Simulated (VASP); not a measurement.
## CoO: single point with PBE

CoO:

```
Co O
1.0
     0.00000    2.14562    2.14562
     2.14562    0.00000    2.14562
     2.14562    2.14562    0.00000
Co O
1 1
Direct
  0.00000 0.00000 0.00000
  0.50000 0.50000 0.50000
```

* Program: VASP 6.6.1
* Task: single point
* Functional: PBE
* Potentials or basis: VASP PAW PBE potentials, release 64 (Co_sv, O)
* Cutoff: 600 eV
* k mesh: 11 × 11 × 11
* Occupations: fermi-dirac, width 0.05 eV
* Spin: collinear spin, ferromagnetic start
* Starting moments: [2.0, 0.0] μB
* Dipole correction: no
* Second run: valence_matched
* Further INCAR settings: ALGO = Normal; EDIFF = 1e-06; NBANDS = 22

| Item | Value |
| --- | --- |
| Pressure | -7.4 GPa |
| Net moment | 2.96 μB per cell |
| Site moments | Co +2.54; O +0.30 μB |
| Valence electrons inside the program's atomic spheres | Co 14.86; O 4.97 |

Levels at points of the mesh, in eV from the Fermi level:
Spin up:
| k point | band 9 | band 10 | band 11 | band 12 | band 13 | band 14 | band 15 | band 16 | band 17 | band 18 |
| --- | --- | --- | --- | --- | --- | --- | --- | --- | --- | --- |
| (0.00, 0.00, 0.00) | -3.07 | -3.07 | -3.07 | -3.07 | -3.07 | 0.81 | 16.69 | 17.85 | 17.85 | 17.85 |
Spin down:
```
           k point  band 7  band 8  band 9  band 10  band 11  band 12  band 13  band 14
(0.00, 0.00, 0.00)   -2.51   -2.51   -1.06    -1.06    -1.06     0.12     0.12     1.36
```

Run time: 46 s on 1 thread of Intel(R) Xeon(R) Platinum 8259CL CPU @ 2.50GHz (Skylake/Cascade Lake), on a shared host, peak memory 0.17 GiB.

Caveat: a cell with one magnetic atom can't hold antiferromagnetic order, which such compounds often take; semilocal functionals often make such compounds metallic where correlation or magnetic order opens a gap, which also shifts bond lengths. With open d or f shells a metallic result of PBE can be an artefact of self-interaction; +U or a hybrid may open a gap.
